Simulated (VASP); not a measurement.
# KMgF3 (P4/mmm) in VASP: notebook, part 2 of 2

VASP 6.6.1.

### 3 Single point, PBE (strain +0.000 along x and y, +0.080 along z)

INCAR reads:

```
PREC = Accurate
ENCUT = 520
EDIFF = 1E-6
ISMEAR = 0
SIGMA = 0.05
LREAL = F
LASPH = T
NELM = 80
ALGO = Normal
ISIF = 2
LWAVE = F
LCHARG = T
GGA = PE
LELF = T
LVHAR = T
NBANDS = 24
```

KPOINTS reads:

```
regular mesh
0
Gamma
  6 6 6
```

POSCAR reads:

```
KMgF3
1.0
    3.9859000000      0.0000000000      0.0000000000
    0.0000000000      3.9859000000      0.0000000000
    0.0000000000      0.0000000000      4.3047720000
K Mg F
1 1 3
Direct
    0.5000000000      0.5000000000      0.5000000000
    0.0000000000      0.0000000000      0.0000000000
    0.5000000000      0.0000000000      0.0000000000
    0.0000000000      0.5000000000      0.0000000000
    0.0000000000      0.0000000000      0.5000000000
```

Potentials or basis: VASP PAW PBE potentials, release 64 (K_sv, Mg, F).

Started as:

```sh
cat potpaw_PBE.64/K_sv/POTCAR potpaw_PBE.64/Mg/POTCAR potpaw_PBE.64/F/POTCAR > POTCAR
mpirun -np 1 vasp_std > vasp.out
```

OUTCAR:

```text
PREC = Accurate
   ENCUT = 520
   EDIFF = 1E-6
   ISMEAR = 0
   LREAL = F
   LASPH = T
   NELM = 80
   ISIF = 2
   GGA = PE

 ion  position               nearest neighbor table
   1  0.500  0.500  0.500-   5 2.82   5 2.82   5 2.82   5 2.82   2 3.55   2 3.55   2 3.55   2 3.55
                             2 3.55   2 3.55   2 3.55   2 3.55
   2  0.000  0.000  0.000-   3 1.99   4 1.99   4 1.99   3 1.99   5 2.15   5 2.15   1 3.55   1 3.55
                             1 3.55   1 3.55   1 3.55   1 3.55   1 3.55   1 3.55
   3  0.500  0.000  0.000-   2 1.99   2 1.99
   4  0.000  0.500  0.000-   2 1.99   2 1.99
   5  0.000  0.000  0.500-   2 2.15   2 2.15   1 2.82   1 2.82   1 2.82   1 2.82

  LATTYP: Found a simple tetragonal cell.
 ALAT       =     3.9859000000
 C/A-ratio  =     1.0800000000

  Lattice vectors:

 A1 = (   3.9859000000,   0.0000000000,   0.0000000000)
 A2 = (   0.0000000000,   3.9859000000,   0.0000000000)
 A3 = (   0.0000000000,   0.0000000000,   4.3047720000)

Analysis of symmetry for initial positions (statically):
=====================================================================
 Subroutine PRICEL returns:
 Original cell was already a primitive cell.

 Routine SETGRP: Setting up the symmetry group for a
 simple tetragonal supercell.

 Subroutine GETGRP returns: Found 16 space group operations
 (whereof 16 operations were pure point group operations)
 out of a pool of 16 trial point group operations.

The static configuration has the point symmetry D_4h.

Analysis of symmetry for dynamics (positions and initial velocities):
=====================================================================
 Subroutine PRICEL returns:
 Original cell was already a primitive cell.

 Routine SETGRP: Setting up the symmetry group for a
 simple tetragonal supercell.

 Subroutine GETGRP returns: Found 16 space group operations
 (whereof 16 operations were pure point group operations)
 out of a pool of 16 trial point group operations.

The dynamic configuration has the point symmetry D_4h.

 Subroutine INISYM returns: Found 16 space group operations
 (whereof 16 operations are pure point group operations),
 and found     1 'primitive' translations

----------------------------------------------------------------------------------------

                                     Primitive cell

  volume of cell :      68.3916

  direct lattice vectors                    reciprocal lattice vectors
     3.985900000  0.000000000  0.000000000     0.250884367  0.000000000  0.000000000
     0.000000000  3.985900000  0.000000000     0.000000000  0.250884367  0.000000000
     0.000000000  0.000000000  4.304772000     0.000000000  0.000000000  0.232300340

  length of vectors
     3.985900000  3.985900000  4.304772000     0.250884367  0.250884367  0.232300340

  position of ions in fractional coordinates (direct lattice)
     0.500000000  0.500000000  0.500000000
     0.000000000  0.000000000  0.000000000
     0.500000000  0.000000000  0.000000000
     0.000000000  0.500000000  0.000000000
     0.000000000  0.000000000  0.500000000

  ion indices of the primitive-cell ions
   primitive index   ion index
                 1           1
                 2           2
                 3           3
[... 22 lines left out ...]
     0.000000000  0.000000000  0.000000000

 Subroutine IBZKPT returns following result:
 ===========================================

 Found     40 irreducible k-points:

 Following reciprocal coordinates:
            Coordinates               Weight
  0.000000  0.000000  0.000000      1.000000
  0.166667  0.000000  0.000000      4.000000
  0.333333  0.000000  0.000000      4.000000
  0.500000  0.000000  0.000000      2.000000
  0.166667  0.166667  0.000000      4.000000
  0.333333  0.166667  0.000000      8.000000
[... 16 lines left out ...]
  0.333333  0.000000  0.333333      8.000000
  0.500000  0.000000  0.333333      4.000000
 [... further k-points ...]
   k-points           NKPTS =     40   k-points in BZ     NKDIM =     40   number of bands    NBANDS=     24
   number of dos      NEDOS =    301   number of ions     NIONS =      5
   total plane-waves  NPLWV =  28800
   dimension x,y,z NGX =    30 NGY =   30 NGZ =   32
   dimension x,y,z NGXF=    60 NGYF=   60 NGZF=   64
   ions per type =               1   1   3
   NGX,Y,Z   is equivalent  to a cutoff of  12.51, 12.51, 12.36 a.u.
   NGXF,Y,Z  is equivalent  to a cutoff of  25.03, 25.03, 24.72 a.u.
 SYSTEM =  unknown system
   PREC   = accura    normal or accurate (medium, high low for compatibility)
   ISTART =      0    job   : 0-new  1-cont  2-samecut
   ICHARG =      2    charge: 1-file 2-atom 10-const
   ISPIN  =      1    spin polarized calculation?
   LNONCOLLINEAR =      F non collinear calculations
   LSORBIT =      F    spin-orbit coupling
   LASPH  =      T    aspherical Exc in radial PAW
   ENCUT  =  520.0 eV  38.22 Ry    6.18 a.u.   7.41  7.41  8.00*2*pi/ulx,y,z
   NELM   =     80;   NELMIN=  2; NELMDL= -5     # of ELM steps
   EDIFF  = 0.1E-05   stopping-criterion for ELM
   LREAL  =      F    real-space projection
   EDIFFG = 0.1E-04   stopping-criterion for IOM
   NSW    =      0    number of steps for IOM
   IBRION =     -1    ionic relax: 0-MD 1-quasi-New 2-CG
   NFREE  =      0    steps in history (QN), initial steepest desc. (CG)
   ISIF   =      2    stress and relaxation
   ISYM   =      2    0-nonsym 1-usesym 2-fastsym
   POTIM  = 0.5000    time-step for ionic-motion
   TEBEG  =    0.0;   TEEND  =   0.0 temperature during run
   PSTRESS=    0.0 pullay stress
   NELECT =      32.0000    total number of electrons
   NUPDOWN=      -1.0000    fix difference up-down
   EMIN   =  10.00;   EMAX   =-10.00  energy-range for DOS
   EFERMI =   0.00;   METHOD = LEGACY
   ISMEAR =     0;   SIGMA  =   0.05  broadening in eV -4-tet -1-fermi 0-gaus
   EFERMI_NEDOS =   21; number of points for ismear=-14 and -15
   IALGO  =     38    algorithm
   IMIX   =      4    mixing-type and parameters
     AMIX     =   0.40;   BMIX     =  1.00
     AMIX_MAG =   1.60;   BMIX_MAG =  1.00
  volume/ion in A,a.u.               =      13.68        92.31
  Fermi-wavevector in a.u.,A,eV,Ry     =   1.270936  2.401722 21.977212  1.615279
  Thomas-Fermi vector in A             =   2.403897
   LORBIT       =      0    0 simple, 1 ext, 2 COOP (PROOUT), +10 PAW based schemes
   GGA     = PE    functional components
   LHFCALC =     F    Hartree Fock is set to
   AEXX    =    0.0000 exact exchange contribution
   IVDW    =     0    specifies the selected vdW correction
   LEPSILON=     F    determine dielectric tensor
   LRPA    =     F    only Hartree local field effects (RPA)
 non-spin polarized calculation
 Gauss-broadening in eV      SIGMA  =   0.05
  energy-cutoff  :      520.00
  volume of cell :       68.39
 maximum number of plane-waves:      1868
 NGX is ok and might be reduce to    30
   NGX = 15   NGY = 15   NGZ = 17

 number of electron      31.9999961 magnetization

 Free energy of the ion-electron system (eV)
  ---------------------------------------------------
  ext. energy  EPLUGINS =         0.00000000
  ---------------------------------------------------
  free energy    TOTEN  =       -24.38269095 eV

  energy without entropy =      -24.38269095  energy(sigma->0) =      -24.38269095

 E-fermi :  -1.7053     XC(G=0):  -9.3048

 val. band max:       -1.9398999812   @ k =   0.5000   0.5000   0.5000
 cond. band min:       4.7674042078   @ k =   0.0000   0.0000   0.0000
 fundamental gap:      6.7073041889
 Fermi energy:        -1.7052893912

 k-point     1 :       0.0000    0.0000    0.0000
  band No.  band energies     occupation
      1     -27.7889      2.00000
      2     -21.9759      2.00000
      3     -21.4460      2.00000
      4     -21.1763      2.00000
      5     -11.3080      2.00000
      6     -11.2485      2.00000
[... 637 lines left out ...]
     23      11.8900      0.00000
     24      12.2586      0.00000

 [... further k-points ...]
[... 5 lines left out ...]
  --------------------------------------------------------------------------------------
  -------------------------------------------------------------------------------------
  Total        0.0767866      0.0767866     -2.0718311      0.0000000     -0.0000000      0.0000000
  in kB        1.7988412      1.7988412    -48.5357763      0.0000000     -0.0000000      0.0000000
  external PRESSURE =     -14.9793647 kB  Pullay stress =       0.0000000 kB

 VOLUME and BASIS-vectors are now :
 -----------------------------------------------------------------------------
  energy-cutoff  :      520.00
  volume of cell :       68.39
      direct lattice vectors                 reciprocal lattice vectors
     3.985900000  0.000000000  0.000000000     0.250884367  0.000000000  0.000000000
     0.000000000  3.985900000  0.000000000     0.000000000  0.250884367  0.000000000
     0.000000000  0.000000000  4.304772000     0.000000000  0.000000000  0.232300340

 POSITION                                       TOTAL-FORCE (eV/Angst)
 -----------------------------------------------------------------------------------
      1.99295      1.99295      2.15239         0.000000      0.000000      0.000000
      0.00000      0.00000      0.00000         0.000000      0.000000      0.000000
      1.99295      0.00000      0.00000         0.000000      0.000000      0.000000
      0.00000      1.99295      0.00000         0.000000      0.000000      0.000000
      0.00000      0.00000      2.15239         0.000000      0.000000      0.000000
 -----------------------------------------------------------------------------------
    total drift:                                0.000000     -0.000000      0.000000

  FREE ENERGIE OF THE ION-ELECTRON SYSTEM (eV)
  ---------------------------------------------------
  free  energy   TOTEN  =       -24.3826909533 eV

  energy  without entropy=      -24.3826909533  energy(sigma->0) =      -24.38269095
```

OSZICAR:

```text
N       E                     dE             d eps       ncg     rms          rms(c)
DAV:   1     0.221033393483E+03    0.22103E+03   -0.17181E+04  1976   0.127E+03
DAV:   2    -0.147014023795E+02   -0.23573E+03   -0.22677E+03  2448   0.338E+02
DAV:   3    -0.261630942150E+02   -0.11462E+02   -0.11403E+02  2816   0.691E+01
DAV:   4    -0.266343258411E+02   -0.47123E+00   -0.47112E+00  2560   0.837E+00
DAV:   5    -0.266373092508E+02   -0.29834E-02   -0.29834E-02  2664   0.691E-01    0.898E+00
DAV:   6    -0.243958985209E+02    0.22414E+01   -0.74970E+00  2304   0.186E+01    0.380E+00
DAV:   7    -0.243848999448E+02    0.10999E-01   -0.20224E-01  2328   0.270E+00    0.224E+00
DAV:   8    -0.243821476242E+02    0.27523E-02   -0.71208E-02  2400   0.245E+00    0.276E-01
DAV:   9    -0.243823498057E+02   -0.20218E-03   -0.11328E-02  2528   0.734E-01    0.137E-01
DAV:  10    -0.243826468921E+02   -0.29709E-03   -0.71303E-04  2480   0.170E-01    0.943E-02
DAV:  11    -0.243826968022E+02   -0.49910E-04   -0.52110E-05  2464   0.593E-02    0.466E-02
DAV:  12    -0.243826904261E+02    0.63761E-05   -0.67891E-05  2376   0.565E-02    0.717E-03
DAV:  13    -0.243826909533E+02   -0.52720E-06   -0.24871E-06  1960   0.101E-02
   1 F= -.24382691E+02 E0= -.24382691E+02  d E =-.105015E-12
```

stdout:

```text
POSCAR found type information on POSCAR K MgF
 POSCAR found :  3 types and       5 ions
 scaLAPACK will be used
 LDA part: xc-table for (Slater+PW92), standard interpolation
 POSCAR, INCAR and KPOINTS ok, starting setup
 FFT: planning ... GRIDC
 FFT: planning ... GRID_SOFT
 FFT: planning ... GRID
 WAVECAR not read
 entering main loop
```

It took 50 s on 1 thread of Intel Xeon Platinum 8259CL at 2.50GHz (Skylake/Cascade Lake), shared host; peak memory 0.21 GiB.

What came out:

```
Free energy            : -24.3827 eV
Pressure               : -1.5 GPa
Band gap on the k mesh : 6.71 eV (least direct gap 7.02 eV)
```

Caveat: the cell differs from its parent crystal (strain +0.000 along x and y, +0.080 along z). A k mesh can miss the band edges.

### 4 Single point, PBE (strain +0.080 along x and y, -0.080 along z)

INCAR reads:

```
SYSTEM = KMgF3
PREC = Accurate
ENCUT = 520
EDIFF = 1E-7
ISMEAR = 0
SIGMA = 0.05
LREAL = .FALSE.
LASPH = .TRUE.
NELM = 60
ALGO = Normal
ISIF = 2
LWAVE = .FALSE.
LCHARG = .TRUE.
GGA = PE
LELF = .TRUE.
LVHAR = .TRUE.
NBANDS = 24
```

KPOINTS reads:

```
regular mesh
0
G
  6 6 6
  0 0 0
```

POSCAR, as its differences from that of step 3:

```diff
@@ -2,5 +2,5 @@
 1.0
-    3.9859000000      0.0000000000      0.0000000000
-    0.0000000000      3.9859000000      0.0000000000
-    0.0000000000      0.0000000000      4.3047720000
+    4.3047720000      0.0000000000      0.0000000000
+    0.0000000000      4.3047720000      0.0000000000
+    0.0000000000      0.0000000000      3.6670280000
 K Mg F
```

Started as:

```sh
cat potpaw_PBE.64/K_sv/POTCAR potpaw_PBE.64/Mg/POTCAR potpaw_PBE.64/F/POTCAR > POTCAR
mpirun -np 1 vasp_std > vasp.out
```

Run time: 50 s. Hardware: 1 thread of Intel Xeon Platinum 8259CL at 2.50GHz (Skylake/Cascade Lake), shared host; peak memory 0.21 GiB.

The run converged. Its results:

```yaml
Free_energy: -24.1056 eV
Pressure: 1.1 GPa
Band_gap_on_the_k_mesh: 6.74 eV (least direct gap 6.95 eV)
```

Stress tensor (GPa, compression positive):
```
-4.55  0.00  0.00
 0.00 -4.55  0.00
 0.00  0.00 12.28
```

Levels at points of the mesh, in eV from the valence-band top:
```tsv
k point	band 13	band 14	band 15	band 16	band 17	band 18	band 19	band 20
(0.00, 0.00, 0.00)	-0.26	-0.25	-0.25	-0.21	6.74	9.68	10.33	11.32
(0.50, 0.00, 0.00)	-0.57	-0.50	-0.40	-0.33	9.38	9.56	10.60	11.84
(0.50, 0.50, 0.00)	-0.82	-0.52	-0.52	-0.07	10.31	10.71	11.54	11.54
(0.00, 0.00, 0.50)	-1.05	-0.69	-0.43	-0.43	9.94	10.18	11.68	12.25
(0.50, 0.00, 0.50)	-0.80	-0.61	-0.58	-0.06	10.38	11.67	11.92	12.17
(0.50, 0.50, 0.50)	-0.80	-0.02	0.00	0.00	10.01	10.01	10.23	12.71
```

Caveat: the cell differs from its parent crystal (strain +0.080 along x and y, -0.080 along z).

### 5 Single point, PBE (strain +0.080 along x and y, -0.040 along z)

INCAR reads:

```
ALGO = Normal ; EDIFF = 1E-6
ENCUT = 520 ; GGA = PE
ISIF = 2 ; ISMEAR = 0
LASPH = True ; LCHARG = False
LREAL = False ; LWAVE = False
NBANDS = 24 ; NELM = 100
PREC = Accurate ; SIGMA = 0.05
```

KPOINTS reads:

```
k-points
0
Gamma
  6 6 6
```

POSCAR, as its differences from that of step 4:

```diff
@@ -4,3 +4,3 @@
     0.0000000000      4.3047720000      0.0000000000
-    0.0000000000      0.0000000000      3.6670280000
+    0.0000000000      0.0000000000      3.8264640000
 K Mg F
```

Started as:

```sh
cat potpaw_PBE.64/K_sv/POTCAR potpaw_PBE.64/Mg/POTCAR potpaw_PBE.64/F/POTCAR > POTCAR
mpirun -np 1 vasp_std > vasp.out
```

Run time: 45 s. Hardware: 1 thread of Intel Xeon Platinum 8259CL at 2.50GHz (Skylake/Cascade Lake), shared host; peak memory 0.21 GiB.

It converged, with:

| Property | Result |
| --- | --- |
| Free energy | -24.2501 eV |
| Pressure | -2.7 GPa |
| Band gap on the k mesh | 6.48 eV (least direct gap 6.73 eV) |

Stress tensor (GPa, compression positive):
```
-5.82  0.00  0.00
 0.00 -5.82  0.00
 0.00  0.00  3.41
```

Levels at points of the mesh, in eV from the valence-band top:
| k point | band 14 | band 15 | band 16 | band 17 | band 18 | band 19 |
| --- | --- | --- | --- | --- | --- | --- |
| (0.00, 0.00, 0.00) | -0.27 | -0.27 | -0.25 | 6.48 | 9.69 | 10.14 |
| (0.50, 0.00, 0.00) | -0.50 | -0.47 | -0.37 | 9.21 | 9.22 | 10.57 |
| (0.50, 0.50, 0.00) | -0.58 | -0.58 | -0.05 | 10.10 | 10.69 | 11.29 |
| (0.00, 0.00, 0.50) | -0.64 | -0.42 | -0.42 | 9.49 | 9.78 | 11.33 |
| (0.50, 0.00, 0.50) | -0.63 | -0.62 | -0.04 | 10.17 | 11.33 | 11.56 |
| (0.50, 0.50, 0.50) | -0.01 | 0.00 | 0.00 | 9.90 | 9.90 | 10.06 |

Caveat: the cell differs from its parent crystal (strain +0.080 along x and y, -0.040 along z). A k mesh can miss the band edges.

### 6 Single point, PBE (strain +0.080 along x and y, +0.000 along z)

INCAR reads:

```
SYSTEM = KMgF3
PREC     = Accurate       ! precision mode
ENCUT    = 520            ! plane-wave cutoff, eV
EDIFF    = 1E-6           ! SCF threshold, eV
ISMEAR   = 0              ! smearing method
SIGMA    = 0.05           ! smearing width, eV
LREAL    = .False.        ! projectors in reciprocal space
LASPH    = .True.         ! aspherical terms in the spheres
NELM     = 100            ! most SCF steps
ALGO     = Normal         ! electronic algorithm
ISIF     = 2              ! what is computed and relaxed
LWAVE    = .False.        ! write WAVECAR
LCHARG   = .False.        ! write CHGCAR
GGA      = PE             ! functional
NBANDS   = 24             ! bands
```

KPOINTS reads:

```
regular mesh
0
Gamma
  6 6 6
  0 0 0
```

POSCAR, as its differences from that of step 5:

```diff
@@ -4,3 +4,3 @@
     0.0000000000      4.3047720000      0.0000000000
-    0.0000000000      0.0000000000      3.8264640000
+    0.0000000000      0.0000000000      3.9859000000
 K Mg F
```

Potentials or basis: VASP PAW PBE potentials, release 64 (K_sv, Mg, F).

Started as:

```sh
cat potpaw_PBE.64/K_sv/POTCAR potpaw_PBE.64/Mg/POTCAR potpaw_PBE.64/F/POTCAR > POTCAR
mpirun -np 1 vasp_std > vasp.out
```

It took 45 s on 1 thread of Intel Xeon Platinum 8259CL at 2.50GHz (Skylake/Cascade Lake), shared host; peak memory 0.22 GiB.

The run converged. Its results:

```
Free energy            : -24.2608 eV
Pressure               : -5.4 GPa
Band gap on the k mesh : 6.23 eV (least direct gap 6.51 eV)
```

Stress tensor (GPa, compression positive):
```
-6.87  0.00  0.00
 0.00 -6.87  0.00
 0.00  0.00 -2.41
```

Levels at points of the mesh, in eV from the valence-band top:
| k point | band 12 | band 13 | band 14 | band 15 | band 16 | band 17 | band 18 | band 19 | band 20 | band 21 |
| --- | --- | --- | --- | --- | --- | --- | --- | --- | --- | --- |
| (0.00, 0.00, 0.00) | -0.56 | -0.36 | -0.29 | -0.29 | -0.28 | 6.23 | 9.71 | 9.98 | 11.50 | 12.00 |
| (0.50, 0.00, 0.00) | -0.67 | -0.60 | -0.53 | -0.49 | -0.39 | 8.89 | 9.04 | 10.55 | 11.79 | 12.42 |
| (0.50, 0.50, 0.00) | -1.03 | -0.88 | -0.63 | -0.63 | -0.03 | 9.87 | 10.64 | 11.06 | 11.06 | 12.48 |
| (0.00, 0.00, 0.50) | -0.99 | -0.99 | -0.61 | -0.41 | -0.41 | 9.07 | 9.40 | 11.02 | 11.99 | 11.99 |
| (0.50, 0.00, 0.50) | -1.03 | -0.74 | -0.64 | -0.64 | -0.02 | 9.94 | 11.03 | 11.23 | 11.48 | 11.99 |
| (0.50, 0.50, 0.50) | -1.10 | -0.87 | 0.00 | 0.00 | 0.00 | 9.78 | 9.78 | 9.88 | 12.52 | 13.09 |

Caveat: the cell differs from its parent crystal (strain +0.080 along x and y, +0.000 along z); the cell stands under tension. A k mesh can miss the band edges.

### 7 Summary

| cell | gap on the mesh (eV) | pressure (GPa) |
| --- | --- | --- |
| a = 4.145, b = 4.145, c = 3.826 Å, 5 atoms | 7.00 | 1.2 |
| a = 3.986, b = 3.986, c = 4.305 Å, 5 atoms | 6.71 | -1.5 |
| a = 4.305, b = 4.305, c = 3.667 Å, 5 atoms | 6.74 | 1.1 |
| a = 4.305, b = 4.305, c = 3.826 Å, 5 atoms | 6.48 | -2.7 |
| a = 4.305, b = 4.305, c = 3.986 Å, 5 atoms | 6.23 | -5.4 |

Alike in all rows: task single point; level PBE; potentials or basis VASP PAW PBE potentials, release 64 (K_sv, Mg, F); no spin polarisation; k mesh 6 × 6 × 6; cutoff (eV) 520; smearing gaussian 0.05 eV.

Caveats: the cell stands under tension (at least some runs).

Absolute energies hang on the potentials; compare differences alone.
